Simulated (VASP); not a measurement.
Crystal: Si3Bi2TeSe2.

```
CELL_PARAMETERS angstrom
3.98055 0.07913 -0.02958
-1.92175 3.54910 0.02121
-0.10916 0.02737 14.84025
ATOMIC_POSITIONS crystal
Si 0.97194 0.01146 0.29822
Si 0.66028 0.31543 0.51818
Si 0.36489 0.68215 0.74976
Bi 0.32222 0.62922 0.03895
Bi 0.64574 0.34724 0.17268
Te 0.01945 0.99754 0.60939
Se 0.33119 0.69929 0.37667
Se 0.68428 0.31767 0.82614
```

| Property | Result |
| --- | --- |
| Program | VASP 6.6.1 |
| Task | relaxation of cell and atoms |
| Functional | PBE |
| Potentials or basis | VASP PAW PBE potentials, release 64 (Si, Bi_d, Te, Se) |
| Cutoff | 600 eV |
| k mesh | 6 × 6 × 2 |
| Occupations | gaussian, width 0.2 eV |
| Spin | no spin polarisation |

At the start: pressure 0.6 GPa; volume 26.49 Å³/atom.

Question: Where does the relaxation end?

Answer: Over 20 steps the energy falls by 42.7 meV/atom and the volume is 26.27 Å³/atom (-0.8 %); space group P1 (No. 1, to 0.1 Å) before and after.

The path:
| step | energy change (eV) | largest force (eV/Å) | pressure (GPa) | volume (Å³) |
| --- | --- | --- | --- | --- |
| 1 | 0.0000 | 1.1682 | 0.58 | 211.90 |
| 2 | -0.2127 | 0.5715 | -0.72 | 214.67 |
| 3 | -0.2131 | 0.5782 | -0.75 | 214.78 |
| 4 | -0.2681 | 0.3140 | 0.10 | 211.38 |
| 5 | -0.2794 | 0.2743 | 0.74 | 209.11 |
| 6 | -0.3102 | 0.1948 | 0.14 | 211.30 |
| 7 | -0.3121 | 0.2200 | -0.03 | 212.01 |
| 8 | -0.3211 | 0.1461 | -0.11 | 212.28 |
| 9 | -0.3275 | 0.1199 | -0.23 | 212.75 |
| 10 | -0.3325 | 0.1365 | 0.17 | 211.01 |
| 11 | -0.3326 | 0.1381 | 0.20 | 210.88 |
| 12 | -0.3367 | 0.0677 | -0.03 | 211.32 |
| 13 | -0.3368 | 0.0721 | -0.08 | 211.42 |
| 14 | -0.3390 | 0.0615 | -0.04 | 210.89 |
| 15 | -0.3391 | 0.0591 | -0.03 | 210.74 |
| 16 | -0.3406 | 0.0396 | 0.06 | 210.12 |
| 17 | -0.3407 | 0.0338 | 0.09 | 209.88 |
| 18 | -0.3409 | 0.0388 | -0.10 | 210.50 |
| 19 | -0.3410 | 0.0258 | -0.04 | 210.27 |
| 20 | -0.3413 | 0.0172 | -0.02 | 210.14 |

Final structure:
```
CELL_PARAMETERS angstrom
4.03661 -0.00101 -0.02591
-2.01867 3.49229 0.01263
-0.09125 0.00531 14.90915
ATOMIC_POSITIONS crystal
Si 0.98959 0.00046 0.30361
Si 0.67084 0.33351 0.51133
Si 0.35087 0.66903 0.75086
Bi 0.31191 0.66413 0.03536
Bi 0.65233 0.33160 0.16675
Te 0.00880 0.00023 0.60784
Se 0.32861 0.66644 0.38428
Se 0.68704 0.33459 0.82996
```
